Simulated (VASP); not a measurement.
# Pd (Pm-3m) in VASP: further runs

Pd is run at these levels: PBE; tasks: single point.

Everything below comes from runs of VASP 6.6.1. Logs are shortened: lines on timing, memory, paths and dates and some standing lists are left out, and cuts for length are marked.

## 1. The cell of the first run

Symmetry: Pm-3m, No. 221, cubic system. The conventional cell has a = 2.402 Å, b = 2.402 Å, c = 2.402 Å, α = 90.00°, β = 90.00°, γ = 90.00°. Pd (site symmetry m-3m) has 6 Pd at 2.40 Å within 3.2 Å.

## 2. Single point, PBE

Contents of INCAR:

```
SYSTEM = Pd
PREC = Accurate
ENCUT = 520
EDIFF = 1E-7
ISMEAR = 0
SIGMA = 0.1
LREAL = .FALSE.
LASPH = .TRUE.
NELM = 100
ALGO = Normal
ISIF = 2
LWAVE = .FALSE.
LCHARG = .TRUE.
GGA = PE
LELF = .TRUE.
LVHAR = .TRUE.
NBANDS = 11
```

Contents of KPOINTS:

```
regular mesh
0
G
  10 10 10
  0 0 0
```

Contents of POSCAR:

```
Pd
1.0
    2.4016519135      0.0000000000      0.0000000000
    0.0000000000      2.4016519135      0.0000000000
    0.0000000000      0.0000000000      2.4016519135
Pd
1
Direct
    0.0000000000      0.0000000000      0.0000000000
```

Potentials or basis: VASP PAW PBE potentials, release 64 (Pd).

Command:

```bash
> cat potpaw_PBE.64/Pd/POTCAR > POTCAR
> mpirun -np 1 vasp_std > vasp.out
```

OUTCAR:

```text
SYSTEM = Pd
   PREC = Accurate
   ENCUT = 520
   EDIFF = 1E-7
   ISMEAR = 0
   LREAL = .FALSE.
   LASPH = .TRUE.
   NELM = 100
   ISIF = 2
   GGA = PE

 ion  position               nearest neighbor table
   1  0.000  0.000  0.000-

  LATTYP: Found a simple cubic cell.
 ALAT       =     2.4016519135

  Lattice vectors:

 A1 = (   2.4016519135,   0.0000000000,   0.0000000000)
 A2 = (   0.0000000000,   2.4016519135,   0.0000000000)
 A3 = (   0.0000000000,   0.0000000000,   2.4016519135)

Analysis of symmetry for initial positions (statically):
=====================================================================
 Subroutine PRICEL returns:
 Original cell was already a primitive cell.

 Routine SETGRP: Setting up the symmetry group for a
 simple cubic supercell.

 Subroutine GETGRP returns: Found 48 space group operations
 (whereof 48 operations were pure point group operations)
 out of a pool of 48 trial point group operations.

The static configuration has the point symmetry O_h .

Analysis of symmetry for dynamics (positions and initial velocities):
=====================================================================
 Subroutine PRICEL returns:
 Original cell was already a primitive cell.

 Routine SETGRP: Setting up the symmetry group for a
 simple cubic supercell.

 Subroutine GETGRP returns: Found 48 space group operations
 (whereof 48 operations were pure point group operations)
 out of a pool of 48 trial point group operations.

The dynamic configuration has the point symmetry O_h .

 Subroutine INISYM returns: Found 48 space group operations
 (whereof 48 operations are pure point group operations),
 and found     1 'primitive' translations

----------------------------------------------------------------------------------------

                                     Primitive cell

  volume of cell :      13.8526

  direct lattice vectors                    reciprocal lattice vectors
     2.401651913  0.000000000  0.000000000     0.416380073  0.000000000  0.000000000
     0.000000000  2.401651913  0.000000000     0.000000000  0.416380073  0.000000000
     0.000000000  0.000000000  2.401651913     0.000000000  0.000000000  0.416380073

  length of vectors
     2.401651913  2.401651913  2.401651913     0.416380073  0.416380073  0.416380073

  position of ions in fractional coordinates (direct lattice)
     0.000000000  0.000000000  0.000000000

  ion indices of the primitive-cell ions
   primitive index   ion index
                 1           1

[... 78 lines left out ...]
   ISYM   =      2    0-nonsym 1-usesym 2-fastsym
   POTIM  = 0.5000    time-step for ionic-motion
   TEBEG  =    0.0;   TEEND  =   0.0 temperature during run
   PSTRESS=    0.0 pullay stress
   NELECT =      10.0000    total number of electrons
   NUPDOWN=      -1.0000    fix difference up-down
   EMIN   =  10.00;   EMAX   =-10.00  energy-range for DOS
   EFERMI =   0.00;   METHOD = LEGACY
   ISMEAR =     0;   SIGMA  =   0.10  broadening in eV -4-tet -1-fermi 0-gaus
   EFERMI_NEDOS =   21; number of points for ismear=-14 and -15
   IALGO  =     38    algorithm
   IMIX   =      4    mixing-type and parameters
     AMIX     =   0.40;   BMIX     =  1.00
     AMIX_MAG =   1.60;   BMIX_MAG =  1.00
  volume/ion in A,a.u.               =      13.85        93.48
  Fermi-wavevector in a.u.,A,eV,Ry     =   1.468582  2.775217 29.344122  2.156732
  Thomas-Fermi vector in A             =   2.584062
   LORBIT       =      0    0 simple, 1 ext, 2 COOP (PROOUT), +10 PAW based schemes
   GGA     = PE    functional components
   LHFCALC =     F    Hartree Fock is set to
   AEXX    =    0.0000 exact exchange contribution
   IVDW    =     0    specifies the selected vdW correction
   LEPSILON=     F    determine dielectric tensor
   LRPA    =     F    only Hartree local field effects (RPA)
 non-spin polarized calculation
 Gauss-broadening in eV      SIGMA  =   0.10
  energy-cutoff  :      520.00
  volume of cell :       13.85
 maximum number of plane-waves:       386
 NGX is ok and might be reduce to    18
   NGX =  9   NGY =  9   NGZ =  9

 number of electron      10.0000000 magnetization

 number of electron       9.9999992 magnetization

 Free energy of the ion-electron system (eV)
  ---------------------------------------------------
  ext. energy  EPLUGINS =         0.00000000
  ---------------------------------------------------
  free energy    TOTEN  =        -4.16959831 eV

  energy without entropy =       -4.16497640  energy(sigma->0) =       -4.16728735

 E-fermi :  11.2768     XC(G=0): -13.4428

 val. band max:       11.2308689245   @ k =   0.3000   0.1000   0.0000
 cond. band min:      11.2851786412   @ k =   0.4000   0.4000   0.0000
 fundamental gap:      0.0543097168
 Fermi energy:        11.2767782248

 k-point     1 :       0.0000    0.0000    0.0000
  band No.  band energies     occupation
      1       3.4594      2.00000
      2       4.7717      2.00000
      3       4.7717      2.00000
      4      11.3264      0.48315
      5      11.3264      0.48315
      6      11.3264      0.48314
      7      29.5158      0.00000
      8      29.5158      0.00000
      9      29.5158      0.00000
     10      36.6371      0.00000
     11      37.4044      0.00000
[... 309 lines left out ...]
 k-point    24 :       0.3000    0.1000    0.1000
  band No.  band energies     occupation
      1       5.6830      2.00000
      2       5.6853      2.00000
      3       7.5996      2.00000
      4       9.3687      2.00000
      5      10.1689      2.00000
      6      10.9850      1.99996
      7      21.8726      0.00000
      8      30.5832      0.00000
      9      30.7503      0.00000
     10      35.0319      0.00000
     11      37.0529      0.00000

 [... further k-points ...]

------------------------ aborting loop because EDIFF is reached ----------------------------------------

  FORCE on cell =-STRESS in cart. coord.  units (eV):
  Direction    XX          YY          ZZ          XY          YZ          ZX
  --------------------------------------------------------------------------------------
  -------------------------------------------------------------------------------------
  Total        5.1007290      5.1007290      5.1007290      0.0000000      0.0000000      0.0000000
  in kB      589.9465181    589.9465181    589.9465181      0.0000000      0.0000000      0.0000000
  external PRESSURE =     589.9465181 kB  Pullay stress =       0.0000000 kB

 VOLUME and BASIS-vectors are now :
 -----------------------------------------------------------------------------
  energy-cutoff  :      520.00
  volume of cell :       13.85
      direct lattice vectors                 reciprocal lattice vectors
     2.401651913  0.000000000  0.000000000     0.416380073  0.000000000  0.000000000
     0.000000000  2.401651913  0.000000000     0.000000000  0.416380073  0.000000000
     0.000000000  0.000000000  2.401651913     0.000000000  0.000000000  0.416380073

 POSITION                                       TOTAL-FORCE (eV/Angst)
 -----------------------------------------------------------------------------------
      0.00000      0.00000      0.00000         0.000000      0.000000      0.000000
 -----------------------------------------------------------------------------------
    total drift:                               -0.000000      0.000000      0.000000

  FREE ENERGIE OF THE ION-ELECTRON SYSTEM (eV)
  ---------------------------------------------------
  free  energy   TOTEN  =        -4.1695983064 eV

  energy  without entropy=       -4.1649763989  energy(sigma->0) =       -4.16728735
```

stdout:

```text
POSCAR found type information on POSCAR Pd
 POSCAR found :  1 types and       1 ions
 scaLAPACK will be used
 LDA part: xc-table for (Slater+PW92), standard interpolation
 POSCAR, INCAR and KPOINTS ok, starting setup
 FFT: planning ... GRIDC
 FFT: planning ... GRID_SOFT
 FFT: planning ... GRID
 WAVECAR not read
 entering main loop
```

Wall time 8.8 s (1 thread of Intel Xeon 8259CL, shared host); peak memory 0.12 GiB.

What came out:

```yaml
Free_energy: -4.1696 eV
Pressure: 59.0 GPa
Band_gap_on_the_k_mesh: zero (band 5 reaches 13.16 eV, above the bottom of band 6 at 10.38 eV)
```

## 3. Single point, PBE

This run uses another cell than the first one, of 14.65 Å³/atom, 1.058 times its volume.

Contents of INCAR:

```
SYSTEM = Pd
  PREC = Accurate
  ENCUT = 520
  EDIFF = 1E-7
  ISMEAR = 0
  SIGMA = 0.1
  LREAL = .FALSE.
  LASPH = .TRUE.
  NELM = 100
  ALGO = Normal
  ISIF = 2
  LWAVE = .FALSE.
  LCHARG = .TRUE.
  GGA = PE
  LELF = .TRUE.
  LVHAR = .TRUE.
  NBANDS = 11
```

Contents of KPOINTS:

```
Automatic mesh
0
G
  10 10 10
  0 0 0
```

Contents of POSCAR:

```
Pd
1.0
    2.4470279782      0.0000000000      0.0000000000
    0.0000000000      2.4470279782      0.0000000000
    0.0000000000      0.0000000000      2.4470279782
Pd
1
Direct
    0.0000000000      0.0000000000      0.0000000000
```

Potentials or basis: VASP PAW PBE potentials, release 64 (Pd).

Command:

```bash
> cat potpaw_PBE.64/Pd/POTCAR > POTCAR
> mpirun -np 1 vasp_std > vasp.out
```

Run time: 8.8 s. Hardware: 1 thread of Intel Xeon 8259CL, shared host; peak memory 0.12 GiB.

The run converged. Its results:

| Quantity | Value |
| --- | --- |
| Free energy | -4.4128 eV |
| Pressure | 39.2 GPa |
| Band gap on the k mesh | zero (band 5 reaches 11.95 eV, above the bottom of band 6 at 9.43 eV) |

Levels at points of the mesh, in eV from the Fermi level:
```tsv
k point	band 2	band 3	band 4	band 5	band 6	band 7	band 8	band 9
(0.00, 0.00, 0.00)	-5.98	-5.98	0.04	0.04	0.04	17.86	17.86	17.86
(0.50, 0.00, 0.00)	-4.99	-2.09	-2.09	-0.21	0.24	6.03	18.68	22.63
(0.50, 0.50, 0.00)	-4.43	-1.68	-1.68	1.58	5.85	5.85	13.60	14.17
(0.50, 0.50, 0.50)	-5.22	-5.22	1.71	1.71	10.72	12.74	12.74	12.74
```

## 4. Single point, PBE

This run uses another cell than the first one, of 15.81 Å³/atom, 1.141 times its volume.

Contents of INCAR:

```
SYSTEM = Pd
ALGO     = Normal         ! electronic algorithm
EDIFF    = 1E-7           ! SCF threshold, eV
ENCUT    = 520            ! plane-wave cutoff, eV
GGA      = PE             ! functional
ISIF     = 2              ! what is computed and relaxed
ISMEAR   = 0              ! smearing method
LASPH    = .TRUE.         ! aspherical terms in the spheres
LCHARG   = .FALSE.        ! write CHGCAR
LREAL    = .FALSE.        ! projectors in reciprocal space
LWAVE    = .FALSE.        ! write WAVECAR
NBANDS   = 11             ! bands
NELM     = 60             ! most SCF steps
PREC     = Accurate       ! precision mode
SIGMA    = 0.1            ! smearing width, eV
```

Contents of KPOINTS:

```
k-points
0
G
  10 10 10
  0 0 0
```

Contents of POSCAR:

```
Pd
1.0
    2.5097074474      0.0000000000      0.0000000000
    0.0000000000      2.5097074474      0.0000000000
    0.0000000000      0.0000000000      2.5097074474
Pd
1
Direct
    0.0000000000      0.0000000000      0.0000000000
```

Potentials or basis: VASP PAW PBE potentials, release 64 (Pd).

Command:

```bash
> cat potpaw_PBE.64/Pd/POTCAR > POTCAR
> mpirun -np 1 vasp_std > vasp.out
```

OUTCAR:

```text
SYSTEM = Pd
   EDIFF = 1E-7
   ENCUT = 520
   GGA = PE
   ISIF = 2
   ISMEAR = 0
   LASPH = .TRUE.
   LREAL = .FALSE.
   NELM = 60
   PREC = Accurate

 ion  position               nearest neighbor table
   1  0.000  0.000  0.000-

  LATTYP: Found a simple cubic cell.
 ALAT       =     2.5097074474

  Lattice vectors:

 A1 = (   2.5097074474,   0.0000000000,   0.0000000000)
 A2 = (   0.0000000000,   2.5097074474,   0.0000000000)
 A3 = (   0.0000000000,   0.0000000000,   2.5097074474)
[... 508 lines left out ...]
      2       4.3654      2.00000
      3       5.9812      2.00000
      4       7.4426      2.00000
      5       8.0865      2.00000
      6       8.7242      1.99955
      7      18.7858      0.00000
      8      27.2755      0.00000
      9      27.3115      0.00000
     10      31.6344      0.00000
     11      35.1177      0.00000

 [... further k-points ...]
[... 5 lines left out ...]
  --------------------------------------------------------------------------------------
  -------------------------------------------------------------------------------------
  Total        1.9161986      1.9161986      1.9161986     -0.0000000      0.0000000     -0.0000000
  in kB      194.2145715    194.2145715    194.2145715     -0.0000000      0.0000000     -0.0000000
  external PRESSURE =     194.2145715 kB  Pullay stress =       0.0000000 kB

 VOLUME and BASIS-vectors are now :
 -----------------------------------------------------------------------------
  energy-cutoff  :      520.00
  volume of cell :       15.81
      direct lattice vectors                 reciprocal lattice vectors
     2.509707447  0.000000000  0.000000000     0.398452816  0.000000000  0.000000000
     0.000000000  2.509707447  0.000000000     0.000000000  0.398452816  0.000000000
     0.000000000  0.000000000  2.509707447     0.000000000  0.000000000  0.398452816

 POSITION                                       TOTAL-FORCE (eV/Angst)
 -----------------------------------------------------------------------------------
      0.00000      0.00000      0.00000         0.000000      0.000000      0.000000
 -----------------------------------------------------------------------------------
    total drift:                               -0.000000      0.000000      0.000000

  FREE ENERGIE OF THE ION-ELECTRON SYSTEM (eV)
  ---------------------------------------------------
  free  energy   TOTEN  =        -4.6192806954 eV

  energy  without entropy=       -4.6128725927  energy(sigma->0) =       -4.61607664
```

OSZICAR:

```text
N       E                     dE             d eps       ncg     rms          rms(c)
DAV:   1     0.448862115551E+02    0.44886E+02   -0.52067E+03  1232   0.853E+02
DAV:   2    -0.425756957119E+01   -0.49144E+02   -0.47709E+02  1375   0.184E+02
DAV:   3    -0.480448230423E+01   -0.54691E+00   -0.54620E+00  1493   0.211E+01
DAV:   4    -0.480742619063E+01   -0.29439E-02   -0.29436E-02  1466   0.161E+00
DAV:   5    -0.480746429265E+01   -0.38102E-04   -0.38103E-04  1645   0.160E-01    0.754E+00
DAV:   6    -0.463280534489E+01    0.17466E+00   -0.57665E-01  1433   0.640E+00    0.393E+00
DAV:   7    -0.462200205995E+01    0.10803E-01   -0.11538E-02  1568   0.872E-01    0.189E+00
DAV:   8    -0.461935973609E+01    0.26423E-02   -0.27555E-03  1427   0.521E-01    0.123E-01
DAV:   9    -0.461928433057E+01    0.75406E-04   -0.50840E-04  1583   0.203E-01    0.458E-02
DAV:  10    -0.461928125013E+01    0.30804E-05   -0.60473E-05  1451   0.696E-02    0.628E-03
DAV:  11    -0.461928063772E+01    0.61241E-06   -0.11863E-06  1570   0.104E-02    0.556E-04
DAV:  12    -0.461928069543E+01   -0.57710E-07   -0.19939E-08   954   0.113E-03
   1 F= -.46192807E+01 E0= -.46160766E+01  d E =-.640810E-02
```

stdout:

```text
POSCAR found type information on POSCAR Pd
 POSCAR found :  1 types and       1 ions
 scaLAPACK will be used
 LDA part: xc-table for (Slater+PW92), standard interpolation
 POSCAR, INCAR and KPOINTS ok, starting setup
 FFT: planning ... GRIDC
 FFT: planning ... GRID_SOFT
 FFT: planning ... GRID
 WAVECAR not read
 entering main loop
```

Run time: 11 s. Hardware: 1 thread of Intel Xeon 8259CL, shared host; peak memory 0.13 GiB.

What came out:

```yaml
Free_energy: -4.6193 eV
Pressure: 19.4 GPa
Band_gap_on_the_k_mesh: zero (band 5 reaches 10.46 eV, above the bottom of band 6 at 8.25 eV)
```

Levels at points of the mesh, in eV from the Fermi level:
| k point | band 1 | band 2 | band 3 | band 4 | band 5 | band 6 | band 7 | band 8 | band 9 | band 10 |
| --- | --- | --- | --- | --- | --- | --- | --- | --- | --- | --- |
| (0.00, 0.00, 0.00) | -6.77 | -5.35 | -5.35 | 0.02 | 0.02 | 0.02 | 17.31 | 17.31 | 17.31 | 24.32 |
| (0.50, 0.00, 0.00) | -4.79 | -4.53 | -1.85 | -1.85 | 0.05 | 0.19 | 5.52 | 18.57 | 22.06 | 23.83 |
| (0.50, 0.50, 0.00) | -5.66 | -3.99 | -1.50 | -1.50 | 1.37 | 5.72 | 5.72 | 13.03 | 13.08 | 24.28 |
| (0.50, 0.50, 0.50) | -4.63 | -4.63 | -4.63 | 1.49 | 1.49 | 10.91 | 12.07 | 12.07 | 12.07 | 18.98 |

## 5. Overview

```csv
cell,gap on the mesh (eV),pressure (GPa)
"a = 2.402 Å, 1 atom",none,59.0
"a = 2.447 Å, 1 atom",none,39.2
"a = 2.510 Å, 1 atom",none,19.4
```

Alike in all rows: task single point; level PBE; potentials or basis VASP PAW PBE potentials, release 64 (Pd); no spin polarisation; k mesh 10 × 10 × 10; cutoff (eV) 520; smearing gaussian 0.1 eV.

Total energies depend on the potentials used, so only differences within one code and one set of settings carry meaning.
